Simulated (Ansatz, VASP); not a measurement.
## TiO2: VASP beside Ansatz

INCAR

```
SYSTEM = TiO2
PREC = Accurate ; ENCUT = 520
EDIFF = 1E-7 ; ISMEAR = -1
SIGMA = 0.05 ; LREAL = .False.
LASPH = .True. ; NELM = 150
ALGO = Normal ; ISIF = 2
LWAVE = .False. ; LCHARG = .False.
LMAXMIX = 4 ; LDAU = .True.
LDAUTYPE = 2 ; LDAUL = 2 -1
LDAUU = 6 0 ; LDAUJ = 0 0
LDAUPRINT = 1 ; GGA = PS
NBANDS = 33
```

Contents of KPOINTS:

```
Automatic mesh
0
Gamma
  10 10 10
  0 0 0
```

File POSCAR:

```
TiO2
1.0
   -1.8921000000      1.8921000000      4.7573000000
    1.8921000000     -1.8921000000      4.7573000000
    1.8921000000      1.8921000000     -4.7573000000
Ti O
2 4
Direct
    0.7500000000      0.2500000000      0.5000000000
    0.0000000000      0.0000000000      0.0000000000
    0.7919000000      0.7919000000      0.0000000000
    0.5419000000      0.0419000000      0.5000000000
    0.9581000000      0.4581000000      0.5000000000
    0.2081000000      0.2081000000      0.0000000000
```

Contents of input.yaml:

```yaml
crystal:
  lattice:
    - [-1.8921, 1.8921, 4.7573]
    - [1.8921, -1.8921, 4.7573]
    - [1.8921, 1.8921, -4.7573]
  atoms:
    - { symbol: Ti, position: [0.75, 0.25, 0.5] }
    - { symbol: Ti, position: [0.0, 0.0, 0.0] }
    - { symbol: O, position: [0.7919, 0.7919, 0.0] }
    - { symbol: O, position: [0.5419, 0.0419, 0.5] }
    - { symbol: O, position: [0.9581, 0.4581, 0.5] }
    - { symbol: O, position: [0.2081, 0.2081, 0.0] }
hamiltonian:
  xc: pbesol
  pseudopotentials: { kind: paw }
  hubbard: { sites: [{ species: Ti, l: d, u_eff: 6.0 }] }
kpoints:
  mp_grid: { grid: [10, 10, 10] }
  band_path:
    path:
      - [[0.0, 0.0, 0.0], [-0.5, 0.5, 0.0], [-0.5, 0.5, -0.0790928267], [-0.2895464134, 0.2895464134, -0.2895464134], [0.0, 0.0, 0.0], [0.5, 0.5, -0.5], [0.2895464134, 0.7104535866, -0.7104535866], [0.0, 0.5, -0.5], [-0.25, 0.75, -0.25], [0.0790928267, 0.9209071733, -0.5], [0.5, 0.5, -0.5]]
      - [[-0.5, 0.5, 0.0], [-0.25, 0.75, -0.25]]
    npoints: 14
scf:
  occupations: { method: fermi_dirac, width: 0.05 }
  n_extra_bands: 15
output:
  forces: true
  stress: true
  eigenvalues: true
  fatbands: false
```

Alike in both runs: functional PBEsol; k mesh 10 × 10 × 10; occupations fermi-dirac, width 0.05 eV; no spin polarisation; Hubbard terms Ti d U = 6.0 eV.

|  | VASP | Ansatz |
| --- | --- | --- |
| version | VASP 6.6.1 | Ansatz 0.2.0 |
| potentials or method | VASP PAW PBE potentials, release 64 (Ti_sv, O) | Ansatz PAW |
| plane-wave cutoff (eV) | 520 | 420 |
| valence electrons in the cell | 48 | 48 |
| task | single point | band structure |

VASP gave:

* gap on the k mesh at the Fermi level (eV): 2.95
* least direct gap on the mesh (eV): 3.34
* pressure (GPa): 11.1
* traceless stress, the component that is largest in VASP (GPa): -0.98
* rms of the force components (eV/Å): 0.088

Q: Which values does Ansatz return?

A: gap on the k mesh at the Fermi level (eV): 2.91; least direct gap on the mesh (eV): 3.29; pressure (GPa): 4.4; traceless stress, the component that is largest in VASP (GPa): -0.07; rms of the force components (eV/Å): 0.028.

VASP's potentials were made for PBE, not for PBEsol. The programs project onto different local orbitals, so the same U acts differently, and such runs can settle in different states. Atom by atom the forces differ by 0.116 eV/Å (rms over components).
